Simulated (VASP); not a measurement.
# Mo3H (I-4m2) in VASP: relaxation of cell and atoms with PBE

Aim: the relaxation of cell and atoms of Mo3H with PBE.

All numbers are computed with VASP 6.6.1; they aren't measurements. Logs are shortened: lines on timing, memory, paths and dates and some standing lists are left out, and cuts for length are marked.

## Step 1: The cell of the first run

The structure is tetragonal, space group I-4m2 (No. 119). The conventional cell has a = 3.247 Å, b = 3.247 Å, c = 10.038 Å, α = 90.00°, β = 90.00°, γ = 90.00°. H (site symmetry -4m2) has 4 Mo at 1.86 Å within 2.5 Å. Mo (site symmetry 2mm) has 2 H at 1.86 Å within 2.5 Å. Mo (site symmetry -4m2) has 14 Mo at 2.80 to 3.41 Å and 4 H at 2.99 Å within 3.7 Å.

## Step 2: Relaxation of cell and atoms, PBE

The input, INCAR:

```
  PREC = Accurate
  ENCUT = 600
  EDIFF = 1E-7
  ISMEAR = 0
  SIGMA = 0.2
  LREAL = False
  LASPH = True
  NELM = 100
  ALGO = Normal
  ISIF = 3
  LWAVE = False
  LCHARG = False
  GGA = PE
  IBRION = 2
  NSW = 36
  EDIFFG = -0.08
```

The input, KPOINTS:

```
regular mesh
0
Gamma
  8 8 8
```

The input, POSCAR:

```
Mo3H
1.0
   -1.6235450500      1.6235450500      5.0191613500
    1.6235450500     -1.6235450500      5.0191613500
    1.6235450500      1.6235450500     -5.0191613500
H Mo
1 3
Direct
    0.2500000000      0.7500000000      0.5000000000
    0.6600000000      0.6600000000      0.0000000000
    0.3400000000      0.3400000000      0.0000000000
    0.0000000000      0.0000000000      0.0000000000
```

Potentials or basis: VASP PAW PBE potentials, release 64 (H, Mo_sv).

Command:

```console
$ cat potpaw_PBE.64/H/POTCAR potpaw_PBE.64/Mo_sv/POTCAR > POTCAR
$ mpirun -np 1 vasp_std > vasp.out
```

OUTCAR:

```text
PREC = Accurate
   ENCUT = 600
   EDIFF = 1E-7
   ISMEAR = 0
   LREAL = False
   LASPH = True
   NELM = 100
   ISIF = 3
   GGA = PE
   IBRION = 2
   NSW = 36
   EDIFFG = -0.08

 ion  position               nearest neighbor table
   1  0.250  0.750  0.500-   3 1.86   2 1.86   3 1.86   2 1.86
   2  0.660  0.660  0.000-   1 1.86   1 1.86   4 2.80   4 2.80   4 2.80   4 2.80   3 2.92   3 2.92
                             3 2.92   3 2.92   3 3.21   4 3.41
   3  0.340  0.340  0.000-   1 1.86   1 1.86   4 2.80   4 2.80   4 2.80   4 2.80   2 2.92   2 2.92
                             2 2.92   2 2.92   2 3.21   4 3.41
   4  0.000  0.000  0.000-   2 2.80   3 2.80   2 2.80   3 2.80   2 2.80   3 2.80   3 2.80   2 2.80
                             2 3.41   3 3.41

  LATTYP: Found a body centered tetragonal cell.
 ALAT       =     3.2470901000
 C/A-ratio  =     3.0914826478

  Lattice vectors:

 A1 = (  -1.6235450500,   1.6235450500,   5.0191613500)
 A2 = (   1.6235450500,  -1.6235450500,   5.0191613500)
 A3 = (   1.6235450500,   1.6235450500,  -5.0191613500)

Analysis of symmetry for initial positions (statically):
=====================================================================
 Subroutine PRICEL returns:
 Original cell was already a primitive cell.

 Routine SETGRP: Setting up the symmetry group for a
 body centered tetragonal supercell.

 Subroutine GETGRP returns: Found  8 space group operations
 (whereof  8 operations were pure point group operations)
 out of a pool of 16 trial point group operations.

The static configuration has the point symmetry D_2d.

Analysis of symmetry for dynamics (positions and initial velocities):
=====================================================================
 Subroutine PRICEL returns:
 Original cell was already a primitive cell.

 Routine SETGRP: Setting up the symmetry group for a
 body centered tetragonal supercell.

 Subroutine GETGRP returns: Found  8 space group operations
 (whereof  8 operations were pure point group operations)
 out of a pool of 16 trial point group operations.

The dynamic configuration has the point symmetry D_2d.

 Subroutine INISYM returns: Found  8 space group operations
 (whereof  8 operations are pure point group operations),
 and found     1 'primitive' translations

----------------------------------------------------------------------------------------

                                     Primitive cell

  volume of cell :      52.9200

  direct lattice vectors                    reciprocal lattice vectors
    -1.623545050  1.623545050  5.019161350     0.000000000  0.307968048  0.099618236
     1.623545050 -1.623545050  5.019161350     0.307968048  0.000000000  0.099618236
     1.623545050  1.623545050 -5.019161350     0.307968048  0.307968048  0.000000000

  length of vectors
     5.519400123  5.519400123  5.519400123     0.323679026  0.323679026  0.435532590

  position of ions in fractional coordinates (direct lattice)
     0.250000000  0.750000000  0.500000000
     0.660000000  0.660000000  0.000000000
     0.340000000  0.340000000  0.000000000
     0.000000000  0.000000000  0.000000000

  ion indices of the primitive-cell ions
   primitive index   ion index
                 1           1
                 2           2
                 3           3
                 4           4

----------------------------------------------------------------------------------------

 KPOINTS: regular mesh

Automatic generation of k-mesh.
 Grid dimensions read from file:
 generate k-points for:    8    8    8

 Generating k-lattice:

  Cartesian coordinates                     Fractional coordinates (reciprocal lattice)
     0.000000000  0.038496006  0.012452280     0.125000000  0.000000000  0.000000000
     0.038496006  0.000000000  0.012452280     0.000000000  0.125000000  0.000000000
     0.038496006  0.038496006  0.000000000     0.000000000  0.000000000  0.125000000

  Length of vectors
     0.040459878  0.040459878  0.054441574

  Shift w.r.t. Gamma in fractional coordinates (k-lattice)
     0.000000000  0.000000000  0.000000000

 Subroutine IBZKPT returns following result:
 ===========================================

 Found     59 irreducible k-points:

 Following reciprocal coordinates:
            Coordinates               Weight
  0.000000  0.000000  0.000000      1.000000
  0.125000  0.000000  0.000000      8.000000
  0.250000  0.000000  0.000000      8.000000
  0.375000 -0.000000  0.000000      8.000000
  0.500000  0.000000  0.000000      4.000000
  0.125000  0.125000  0.000000      8.000000
[... 16 lines left out ...]
  0.250000  0.125000  0.125000     16.000000
  0.375000  0.125000  0.125000      8.000000
 [... further k-points ...]
   k-points           NKPTS =     59   k-points in BZ     NKDIM =     59   number of bands    NBANDS=     25
   number of dos      NEDOS =    301   number of ions     NIONS =      4
   total plane-waves  NPLWV = 110592
   dimension x,y,z NGX =    48 NGY =   48 NGZ =   48
   dimension x,y,z NGXF=    96 NGYF=   96 NGZF=   96
   ions per type =               1   3
   NGX,Y,Z   is equivalent  to a cutoff of  14.46, 14.46, 14.46 a.u.
   NGXF,Y,Z  is equivalent  to a cutoff of  28.92, 28.92, 28.92 a.u.
 SYSTEM =  unknown system
   PREC   = accura    normal or accurate (medium, high low for compatibility)
   ISTART =      0    job   : 0-new  1-cont  2-samecut
   ICHARG =      2    charge: 1-file 2-atom 10-const
   ISPIN  =      1    spin polarized calculation?
   LNONCOLLINEAR =      F non collinear calculations
   LSORBIT =      F    spin-orbit coupling
   LASPH  =      T    aspherical Exc in radial PAW
   ENCUT  =  600.0 eV  44.10 Ry    6.64 a.u.  11.02 11.02 11.02*2*pi/ulx,y,z
   NELM   =    100;   NELMIN=  2; NELMDL= -5     # of ELM steps
   EDIFF  = 0.1E-06   stopping-criterion for ELM
   LREAL  =      F    real-space projection
   EDIFFG = -.8E-01   stopping-criterion for IOM
   NSW    =     36    number of steps for IOM
   IBRION =      2    ionic relax: 0-MD 1-quasi-New 2-CG
   NFREE  =      1    steps in history (QN), initial steepest desc. (CG)
   ISIF   =      3    stress and relaxation
   ISYM   =      2    0-nonsym 1-usesym 2-fastsym
   POTIM  = 0.5000    time-step for ionic-motion
   TEBEG  =    0.0;   TEEND  =   0.0 temperature during run
   PSTRESS=    0.0 pullay stress
   NELECT =      43.0000    total number of electrons
   NUPDOWN=      -1.0000    fix difference up-down
   EMIN   =  10.00;   EMAX   =-10.00  energy-range for DOS
   EFERMI =   0.00;   METHOD = LEGACY
   ISMEAR =     0;   SIGMA  =   0.20  broadening in eV -4-tet -1-fermi 0-gaus
   EFERMI_NEDOS =   21; number of points for ismear=-14 and -15
   IALGO  =     38    algorithm
   IMIX   =      4    mixing-type and parameters
     AMIX     =   0.40;   BMIX     =  1.00
     AMIX_MAG =   1.60;   BMIX_MAG =  1.00
  volume/ion in A,a.u.               =      13.23        89.28
  Fermi-wavevector in a.u.,A,eV,Ry     =   1.527652  2.886843 31.752188  2.333720
  Thomas-Fermi vector in A             =   2.635519
   LORBIT       =      0    0 simple, 1 ext, 2 COOP (PROOUT), +10 PAW based schemes
   GGA     = PE    functional components
   LHFCALC =     F    Hartree Fock is set to
   AEXX    =    0.0000 exact exchange contribution
   IVDW    =     0    specifies the selected vdW correction
   LEPSILON=     F    determine dielectric tensor
   LRPA    =     F    only Hartree local field effects (RPA)
 conjugate gradient relaxation of ions
 non-spin polarized calculation
 Gauss-broadening in eV      SIGMA  =   0.20
  energy-cutoff  :      600.00
  volume of cell :       52.92
 maximum number of plane-waves:      1792
 NGX is ok and might be reduce to    48
   NGX = 23   NGY = 23   NGZ = 23

--------------------------------------- Ionic step        1  -------------------------------------------

 number of electron      43.0000000 magnetization

 Free energy of the ion-electron system (eV)
  ---------------------------------------------------
  ext. energy  EPLUGINS =         0.00000000
  ---------------------------------------------------
  free energy    TOTEN  =       -35.53362454 eV

  energy without entropy =      -35.47922384  energy(sigma->0) =      -35.50642419

------------------------ aborting loop because EDIFF is reached ----------------------------------------

  FORCE on cell =-STRESS in cart. coord.  units (eV):
  Direction    XX          YY          ZZ          XY          YZ          ZX
  --------------------------------------------------------------------------------------
  -------------------------------------------------------------------------------------
  Total       -2.7900324     -2.7900324     -4.3985949      0.0000000     -0.0000000      0.0000000
  in kB      -84.4695125    -84.4695125   -133.1694827      0.0000000     -0.0000000      0.0000000
  external PRESSURE =    -100.7028359 kB  Pullay stress =       0.0000000 kB
[... 137 lines left out ...]
  energy  without entropy=      -35.5728390130  energy(sigma->0) =      -35.59908416

--------------------------------------- Ionic step        5  -------------------------------------------

 number of electron      43.0000001 magnetization

 Free energy of the ion-electron system (eV)
  ---------------------------------------------------
  ext. energy  EPLUGINS =         0.00000000
  ---------------------------------------------------
  free energy    TOTEN  =       -35.63966962 eV

  energy without entropy =      -35.58702481  energy(sigma->0) =      -35.61334721

 E-fermi :  11.9378     XC(G=0): -13.1514

 val. band max:       11.9372818361   @ k =   0.3750   0.1250   0.0000
 cond. band min:      11.9481613939   @ k =   0.2500   0.2500   0.2500
 fundamental gap:      0.0108795578
 Fermi energy:        11.9377700750

 k-point     1 :       0.0000    0.0000    0.0000
  band No.  band energies     occupation
      1     -49.4562      2.00000
      2     -49.2212      2.00000
      3     -49.1371      2.00000
      4     -23.6647      2.00000
      5     -23.6125      2.00000
      6     -23.5599      2.00000
[... 661 lines left out ...]
     24      13.4599      0.00000
     25      13.7254      0.00000

 [... further k-points ...]

------------------------ aborting loop because EDIFF is reached ----------------------------------------

  FORCE on cell =-STRESS in cart. coord.  units (eV):
  Direction    XX          YY          ZZ          XY          YZ          ZX
  --------------------------------------------------------------------------------------
  -------------------------------------------------------------------------------------
  Total        0.1517678      0.1517678     -0.0847181      0.0000000      0.0000000      0.0000000
  in kB        4.8182590      4.8182590     -2.6895936      0.0000000      0.0000000      0.0000000
  external PRESSURE =       2.3156415 kB  Pullay stress =       0.0000000 kB
[... 19 lines left out ...]
  FREE ENERGIE OF THE ION-ELECTRON SYSTEM (eV)
  ---------------------------------------------------
  free  energy   TOTEN  =       -35.6396696169 eV

  energy  without entropy=      -35.5870248060  energy(sigma->0) =      -35.61334721

 reached required accuracy - stopping structural energy minimisation
```

Wall time 16 min (1 thread of Intel Xeon 8259CL, shared host); peak memory 0.4 GiB.

Results:

* Free energy: -35.6397 eV
* Relaxed volume: 12.62 Å³/atom
* Relaxed cell: a = 5.369 Å, b = 5.369 Å, c = 5.369 Å, α = 145.08°, β = 145.08°, γ = 50.22°
* Space group after relaxing (to 0.1 Å): I-4m2 (No. 119)
* Energy gained by relaxing: 26.5 meV/atom
* Ionic steps: 5
* Pressure after relaxing: 0.2 GPa
* Largest force after relaxing: 0.020 eV/Å
* Band gap on the k mesh: zero (an odd number of electrons rules out a gap without spin polarisation)

Forces in eV/Å, atoms in the order of the input:
```
H    0.000  0.000  0.000
Mo   0.000  0.000 -0.020
Mo   0.000  0.000  0.020
Mo   0.000  0.000  0.000
```

The path:
| step | energy change (eV) | largest force (eV/Å) | pressure (GPa) | volume (Å³) |
| --- | --- | --- | --- | --- |
| 1 | 0.0000 | 0.4658 | -10.07 | 52.92 |
| 2 | 0.1355 | 0.0008 | 22.14 | 46.80 |
| 3 | -0.0917 | 0.3281 | 0.60 | 50.43 |
| 4 | -0.0917 | 0.3247 | 0.84 | 50.38 |
| 5 | -0.1060 | 0.0203 | 0.23 | 50.47 |

Final structure:
```xyz
4
Lattice="-1.6109 1.6109 4.8617 1.6109 -1.6109 4.8617 1.6109 1.6109 -4.8617" Properties=species:S:1:pos:R:3 pbc="T T T"
H     1.6109    0.0000    2.4309
Mo    1.6109    1.6109    1.5328
Mo    1.6109    1.6109   -1.5328
Mo    0.0000    0.0000    0.0000
```

Levels at points of the mesh, in eV from the Fermi level:
| k point | band 19 | band 20 | band 21 | band 22 | band 23 | band 24 |
| --- | --- | --- | --- | --- | --- | --- |
| (0.00, 0.00, 0.00) | -1.55 | -1.49 | 0.17 | 0.17 | 0.47 | 0.47 |
| (0.50, 0.00, 0.00) | -2.15 | -1.72 | -0.85 | -0.16 | 0.91 | 1.25 |
| (0.50, 0.50, 0.00) | -2.36 | -1.57 | 0.39 | 1.22 | 1.67 | 1.68 |
| (0.50, 0.50, 0.50) | -1.53 | -1.29 | -1.22 | -1.22 | -0.82 | -0.19 |

Caveat: the highest band is partly filled, so the run has too few bands.
